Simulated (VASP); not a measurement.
Br: single point with PBE

Crystal: Br.

```
Br
1.0
     1.76403    1.76403    1.76403
    -1.76403    1.76403    1.76403
    -1.76403   -1.76403    1.76403
Br
1
Cartesian
  0.0000 0.0000 0.0000
```

```yaml
Program: VASP 6.6.1
Task: single point
Functional: PBE
Potentials_or_basis: VASP PAW PBE potentials, release 64 (Br)
Cutoff: 500 eV
k_mesh: 8 × 8 × 8
Occupations: fermi-dirac, width 0.05 eV
Spin: no spin polarisation
```

```yaml
Pressure: 10.0 GPa
Band_gap_on_the_k_mesh: zero (an odd number of electrons rules out a gap without spin polarisation)
```

Levels at points of the mesh, in eV from the Fermi level:
```
           k point  band 1  band 2  band 3  band 4  band 5  band 6  band 7  band 8  band 9
(0.00, 0.00, 0.00)  -16.68    1.12    1.12    1.12    9.15   12.79   12.79   12.79   15.78
(0.50, 0.00, 0.00)  -14.46   -5.95   -0.96    0.69    7.32    9.25   17.48   17.86   17.95
(0.50, 0.50, 0.50)  -13.04   -3.36   -3.36   -3.36    5.50    5.50   21.84   21.84   21.88
```

Run time: 2.9 s on 1 thread of Intel(R) Xeon(R) Platinum 8375C CPU @ 2.90GHz (Ice Lake), with other jobs on the host, peak memory 0.13 GiB.

Caveat: the cell stands under pressure; an odd number of electrons without spin polarisation forces a metal; a magnetic or distorted state may lie lower.
